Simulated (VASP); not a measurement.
# MnS (Fm-3m) in VASP: a series of runs

The runs below take MnS through density of states, single point, with PBEsol+U.

Program: VASP 6.6.1. These are calculated values, not measurements. Logs are shortened: lines on timing, memory, paths and dates and some standing lists are left out, and cuts for length are marked.

### 1 The cell of the first run

Symmetry: Fm-3m, No. 225, cubic system. The conventional cell has a = 5.209 Å, b = 5.209 Å, c = 5.209 Å, α = 90.00°, β = 90.00°, γ = 90.00°. Within 3.4 Å of Mn (site symmetry m-3m) lie 6 S at 2.60 Å. Within 3.4 Å of S (site symmetry m-3m) lie 6 Mn at 2.60 Å.

### 2 Density of states, PBEsol+U, collinear spin, ferromagnetic start

POSCAR

```
MnS
1.0
    0.0000000000      2.6045000000      2.6045000000
    2.6045000000      0.0000000000      2.6045000000
    2.6045000000      2.6045000000      0.0000000000
Mn S
1 1
Direct
    0.0000000000      0.0000000000      0.0000000000
    0.5000000000      0.5000000000      0.5000000000
```

INCAR.step1

```
SYSTEM = MnS
  ALGO = Normal
  EDIFF = 1E-6
  ENCUT = 520
  GGA = PS
  ISIF = 2
  ISMEAR = -1
  ISPIN = 2
  LASPH = .TRUE.
  LCHARG = .TRUE.
  LDAU = .TRUE.
  LDAUJ = 0 0
  LDAUL = 2 -1
  LDAUPRINT = 1
  LDAUTYPE = 2
  LDAUU = 4 0
  LMAXMIX = 4
  LREAL = .FALSE.
  LWAVE = .FALSE.
  MAGMOM = 4 0
  NBANDS = 20
  NELM = 150
  PREC = Accurate
  SIGMA = 0.05
```

KPOINTS.step1

```
k-points
0
G
  9 9 9
  0 0 0
```

INCAR.step2

```
SYSTEM = MnS
  ALGO = Normal
  EDIFF = 1E-6
  ENCUT = 520
  GGA = PS
  ICHARG = 11
  ISIF = 2
  ISMEAR = -5
  ISPIN = 2
  LASPH = .TRUE.
  LCHARG = .FALSE.
  LDAU = .TRUE.
  LDAUJ = 0 0
  LDAUL = 2 -1
  LDAUPRINT = 1
  LDAUTYPE = 2
  LDAUU = 4 0
  LMAXMIX = 4
  LORBIT = 10
  LREAL = .FALSE.
  LWAVE = .FALSE.
  MAGMOM = 4 0
  NBANDS = 20
  NEDOS = 1001
  NELM = 150
  PREC = Accurate
  SIGMA = 0.05
```

KPOINTS.step2

```
k-points
0
G
  14 14 14
  0 0 0
```

Potentials or basis: VASP PAW PBE potentials, release 64 (Mn_pv, S).

Run with:

```sh
cat potpaw_PBE.64/Mn_pv/POTCAR potpaw_PBE.64/S/POTCAR > POTCAR
cp INCAR.step1 INCAR
cp KPOINTS.step1 KPOINTS
mpirun -np 1 vasp_std > vasp.out
cp INCAR.step2 INCAR
cp KPOINTS.step2 KPOINTS
mpirun -np 1 vasp_std > vasp.out
```

OUTCAR:

```text
SYSTEM = MnS
   EDIFF = 1E-6
   ENCUT = 520
   GGA = PS
   ICHARG = 11
   ISIF = 2
   ISMEAR = -5
   ISPIN = 2
   LASPH = .TRUE.
   LORBIT = 10
   LREAL = .FALSE.
   NELM = 150
   PREC = Accurate

 ion  position               nearest neighbor table
   1  0.000  0.000  0.000-   2 2.60   2 2.60   2 2.60   2 2.60   2 2.60   2 2.60
   2  0.500  0.500  0.500-   1 2.60   1 2.60   1 2.60   1 2.60   1 2.60   1 2.60

  LATTYP: Found a face centered cubic cell.
 ALAT       =     5.2090000000

  Lattice vectors:

 A1 = (   0.0000000000,   2.6045000000,   2.6045000000)
 A2 = (   2.6045000000,   0.0000000000,   2.6045000000)
 A3 = (   2.6045000000,   2.6045000000,   0.0000000000)

Analysis of symmetry for initial positions (statically):
=====================================================================
 Subroutine PRICEL returns:
 Original cell was already a primitive cell.

 Routine SETGRP: Setting up the symmetry group for a
 face centered cubic supercell.

 Subroutine GETGRP returns: Found 48 space group operations
 (whereof 48 operations were pure point group operations)
 out of a pool of 48 trial point group operations.

The static configuration has the point symmetry O_h .

Analysis of symmetry for dynamics (positions and initial velocities):
=====================================================================
 Subroutine PRICEL returns:
 Original cell was already a primitive cell.

 Routine SETGRP: Setting up the symmetry group for a
 face centered cubic supercell.

 Subroutine GETGRP returns: Found 48 space group operations
 (whereof 48 operations were pure point group operations)
 out of a pool of 48 trial point group operations.

The dynamic configuration has the point symmetry O_h .

Analysis of structural, dynamic, and magnetic symmetry:
=====================================================================
 Subroutine PRICEL returns:
 Original cell was already a primitive cell.

 Routine SETGRP: Setting up the symmetry group for a
 face centered cubic supercell.

 Subroutine GETGRP returns: Found 48 space group operations
 (whereof 48 operations were pure point group operations)
 out of a pool of 48 trial point group operations.

The overall configuration has the point symmetry O_h .

 Subroutine INISYM returns: Found 48 space group operations
 (whereof 48 operations are pure point group operations),
 and found     1 'primitive' translations

----------------------------------------------------------------------------------------

                                     Primitive cell

  volume of cell :      35.3348

  direct lattice vectors                    reciprocal lattice vectors
     0.000000000  2.604500000  2.604500000    -0.191975427  0.191975427  0.191975427
     2.604500000  0.000000000  2.604500000     0.191975427 -0.191975427  0.191975427
     2.604500000  2.604500000  0.000000000     0.191975427  0.191975427 -0.191975427

  length of vectors
     3.683319223  3.683319223  3.683319223     0.332511194  0.332511194  0.332511194

  position of ions in fractional coordinates (direct lattice)
[... 8 lines left out ...]
----------------------------------------------------------------------------------------

 KPOINTS: k-points

Automatic generation of k-mesh.
 Grid dimensions read from file:
 generate k-points for:   14   14   14

 Generating k-lattice:

  Cartesian coordinates                     Fractional coordinates (reciprocal lattice)
    -0.013712531  0.013712531  0.013712531     0.071428571  0.000000000  0.000000000
     0.013712531 -0.013712531  0.013712531     0.000000000  0.071428571  0.000000000
     0.013712531  0.013712531 -0.013712531     0.000000000  0.000000000  0.071428571

  Length of vectors
[... 53 lines left out ...]
   LSORBIT =      F    spin-orbit coupling
   LASPH  =      T    aspherical Exc in radial PAW
   ENCUT  =  520.0 eV  38.22 Ry    6.18 a.u.   6.85  6.85  6.85*2*pi/ulx,y,z
   NELM   =    150;   NELMIN=  2; NELMDL=  0     # of ELM steps
   EDIFF  = 0.1E-05   stopping-criterion for ELM
   LREAL  =      F    real-space projection
[... 7 lines left out ...]
   TEBEG  =    0.0;   TEEND  =   0.0 temperature during run
   PSTRESS=    0.0 pullay stress
   NELECT =      19.0000    total number of electrons
   NUPDOWN=      -1.0000    fix difference up-down
   EMIN   =  10.00;   EMAX   =-10.00  energy-range for DOS
   EFERMI =   0.00;   METHOD = LEGACY
   ISMEAR =    -5;   SIGMA  =   0.05  broadening in eV -4-tet -1-fermi 0-gaus
   EFERMI_NEDOS =   21; number of points for ismear=-14 and -15
   IALGO  =     38    algorithm
   IMIX   =      4    mixing-type and parameters
     AMIX     =   0.40;   BMIX     =  1.00
     AMIX_MAG =   1.60;   BMIX_MAG =  1.00
  volume/ion in A,a.u.               =      17.67       119.23
  Fermi-wavevector in a.u.,A,eV,Ry     =   1.331246  2.515690 24.112464  1.772216
  Thomas-Fermi vector in A             =   2.460272
   LORBIT       =     10    0 simple, 1 ext, 2 COOP (PROOUT), +10 PAW based schemes
 LDA+U is selected, type is set to LDAUTYPE =  2
   angular momentum for each species LDAUL =     2   -1
   U (eV)           for each species LDAUU =   4.0  0.0
   J (eV)           for each species LDAUJ =   0.0  0.0
   GGA     = PS    functional components
   LHFCALC =     F    Hartree Fock is set to
   AEXX    =    0.0000 exact exchange contribution
   IVDW    =     0    specifies the selected vdW correction
   LEPSILON=     F    determine dielectric tensor
   LRPA    =     F    only Hartree local field effects (RPA)
 spin polarized calculation
 Fermi weights with tetrahedron method with Bloechl corrections
  energy-cutoff  :      520.00
  volume of cell :       35.33
 maximum number of plane-waves:       967

atom =   1  type =  1  l = 2

 onsite density matrix

spin component  1

  0.9327  0.0000  0.0000  0.0000  0.0000
  0.0000  0.9327 -0.0000 -0.0000  0.0000
  0.0000 -0.0000  0.9550 -0.0000  0.0000
  0.0000 -0.0000 -0.0000  0.9327  0.0000
  0.0000  0.0000  0.0000  0.0000  0.9550

spin component  2

  0.0154 -0.0000 -0.0000 -0.0000 -0.0000
 -0.0000  0.0154 -0.0000 -0.0000  0.0000
 -0.0000 -0.0000  0.0769  0.0000  0.0000
 -0.0000 -0.0000  0.0000  0.0154  0.0000
 -0.0000  0.0000  0.0000  0.0000  0.0769

 occupancies and eigenvectors

  o =  0.0154  v =  0.0000  0.0000  0.0000  0.0000  0.0000  0.0000 -0.3454 -0.0000  0.9385 -0.0000      0.0000  0.0000  0.0000  0.0000  0.0000  0.0000  0.0000  0.0000  0.0000  0.0000
  o =  0.0154  v =  0.0000  0.0000  0.0000  0.0000  0.0000 -0.0000 -0.9385  0.0000 -0.3454  0.0000      0.0000  0.0000  0.0000  0.0000  0.0000  0.0000  0.0000  0.0000  0.0000  0.0000
  o =  0.0154  v =  0.0000  0.0000  0.0000  0.0000  0.0000  1.0000 -0.0000  0.0000 -0.0000  0.0000      0.0000  0.0000  0.0000  0.0000  0.0000  0.0000  0.0000  0.0000  0.0000  0.0000
  o =  0.0769  v =  0.0000  0.0000  0.0000  0.0000  0.0000 -0.0000 -0.0000  0.0000 -0.0000 -1.0000      0.0000  0.0000  0.0000  0.0000  0.0000  0.0000  0.0000  0.0000  0.0000  0.0000
  o =  0.0769  v =  0.0000  0.0000  0.0000  0.0000  0.0000  0.0000 -0.0000 -1.0000 -0.0000 -0.0000      0.0000  0.0000  0.0000  0.0000  0.0000  0.0000  0.0000  0.0000  0.0000  0.0000
  o =  0.9327  v =  0.0000  0.9157  0.0000  0.4018  0.0000  0.0000  0.0000  0.0000  0.0000  0.0000      0.0000  0.0000  0.0000  0.0000  0.0000  0.0000  0.0000  0.0000  0.0000  0.0000
  o =  0.9327  v =  0.0000  0.4018  0.0000 -0.9157 -0.0000  0.0000  0.0000  0.0000  0.0000  0.0000      0.0000  0.0000  0.0000  0.0000  0.0000  0.0000  0.0000  0.0000  0.0000  0.0000
  o =  0.9327  v =  1.0000  0.0000  0.0000  0.0000  0.0000  0.0000  0.0000  0.0000  0.0000  0.0000      0.0000  0.0000  0.0000  0.0000  0.0000  0.0000  0.0000  0.0000  0.0000  0.0000
  o =  0.9550  v =  0.0000 -0.0000  0.0000 -0.0000  1.0000  0.0000  0.0000  0.0000  0.0000  0.0000      0.0000  0.0000  0.0000  0.0000  0.0000  0.0000  0.0000  0.0000  0.0000  0.0000
  o =  0.9550  v =  0.0000  0.0000 -1.0000  0.0000  0.0000  0.0000  0.0000  0.0000  0.0000  0.0000      0.0000  0.0000  0.0000  0.0000  0.0000  0.0000  0.0000  0.0000  0.0000  0.0000

 number of electron      18.9999989 magnetization       4.9997972

 Free energy of the ion-electron system (eV)
  ---------------------------------------------------
  ext. energy  EPLUGINS =         0.00000000
  ---------------------------------------------------
  free energy    TOTEN  =       -13.70465765 eV

  energy without entropy =      -13.70465765  energy(sigma->0) =      -13.70465765

 E-fermi :   6.3497     XC(G=0): -10.7749

 val. band max:        6.3471930469   @ k =   0.5000   0.0000   0.0000
 cond. band min:       6.8088129890   @ k =   0.5000   0.5000   0.0000
 fundamental gap:      0.4616199420
 Fermi energy:         6.3497361666

 spin component 1

 k-point     1 :       0.0000    0.0000    0.0000
  band No.  band energies     occupation
      1     -44.1983      1.00000
      2     -44.1983      1.00000
      3     -44.1983      1.00000
      4      -7.8492      1.00000
      5       1.4190      1.00000
      6       1.4190      1.00000
[... 1097 lines left out ...]
     19      20.6979      0.00000
     20      23.3032      0.00000

 [... further k-points ...]

------------------------ aborting loop because EDIFF is reached ----------------------------------------

  FORCE on cell =-STRESS in cart. coord.  units (eV):
  Direction    XX          YY          ZZ          XY          YZ          ZX
  --------------------------------------------------------------------------------------
  -------------------------------------------------------------------------------------
  Total        0.1060704      0.1060704      0.1060704      0.0000000      0.0000000      0.0000000
  in kB        4.8095217      4.8095217      4.8095217      0.0000000      0.0000000      0.0000000
  external PRESSURE =       4.8095217 kB  Pullay stress =       0.0000000 kB

 VOLUME and BASIS-vectors are now :
 -----------------------------------------------------------------------------
  energy-cutoff  :      520.00
  volume of cell :       35.33
      direct lattice vectors                 reciprocal lattice vectors
     0.000000000  2.604500000  2.604500000    -0.191975427  0.191975427  0.191975427
     2.604500000  0.000000000  2.604500000     0.191975427 -0.191975427  0.191975427
     2.604500000  2.604500000  0.000000000     0.191975427  0.191975427 -0.191975427

 POSITION                                       TOTAL-FORCE (eV/Angst)
 -----------------------------------------------------------------------------------
      0.00000      0.00000      0.00000         0.000000     -0.000000     -0.000000
      2.60450      2.60450      2.60450        -0.000000      0.000000      0.000000
 -----------------------------------------------------------------------------------
    total drift:                               -0.000000     -0.000000     -0.000000

  FREE ENERGIE OF THE ION-ELECTRON SYSTEM (eV)
  ---------------------------------------------------
  free  energy   TOTEN  =       -13.7046576540 eV

  energy  without entropy=      -13.7046576540  energy(sigma->0) =      -13.70465765

 total charge

# of ion       s       p       d       tot
------------------------------------------
    1        0.223   6.175   4.890  11.288
    2        1.316   2.436   0.000   3.752
--------------------------------------------------
tot          1.538   8.611   4.890  15.040

 magnetization (x)

# of ion       s       p       d       tot
------------------------------------------
    1        0.047   0.039   4.498   4.584
    2        0.020   0.063   0.000   0.082
--------------------------------------------------
tot          0.067   0.101   4.498   4.667
```

Wall time 1.8 min (1 thread of Intel Xeon Platinum 8259CL at 2.50GHz (Skylake/Cascade Lake), shared host); peak memory 0.24 GiB.

Results:

```yaml
Net_moment: 5.00 μB per cell
Site_moments: Mn +4.58; S +0.08 μB
Valence_electrons_inside_the_program's_atomic_spheres: Mn 11.29; S 3.75
```

Levels at points of the mesh, in eV from the valence-band top:
Spin up:
| k point | band 9 | band 10 | band 11 | band 12 | band 13 | band 14 | band 15 | band 16 |
| --- | --- | --- | --- | --- | --- | --- | --- | --- |
| (0.00, 0.00, 0.00) | -4.91 | -1.45 | -1.45 | -1.45 | 1.88 | 8.45 | 8.45 | 8.45 |
| (0.50, 0.00, 0.00) | -4.50 | -3.83 | 0.00 | 0.00 | 2.93 | 5.52 | 5.52 | 8.71 |
| (0.50, 0.50, 0.00) | -4.38 | -3.88 | -3.13 | -3.13 | 0.93 | 5.12 | 10.38 | 12.08 |
Spin down:
```tsv
k point	band 4	band 5	band 6	band 7	band 8	band 9	band 10	band 11
(0.00, 0.00, 0.00)	-13.88	-1.23	-1.23	-1.23	2.00	2.00	2.00	2.05
(0.50, 0.00, 0.00)	-12.56	-6.03	-2.62	-2.62	3.30	3.30	3.38	3.53
(0.50, 0.50, 0.00)	-12.34	-5.26	-2.80	-2.80	0.46	2.39	2.58	3.62
```

Eigenvalues of the final occupation matrices:
```tsv
site	spin	trace	eigenvalues
site 1 d	1	4.71	0.93 0.93 0.93 0.95 0.95
site 1 d	2	0.20	0.02 0.02 0.02 0.08 0.08
```

Caveat: the PAW data sets were made with another functional, which shifts forces and pressure a little; a cell with one magnetic atom can't hold antiferromagnetic order, which such compounds often take. The state reached can hang on the start; a lower one may exist.

(Part 1 of 2 ends here.)
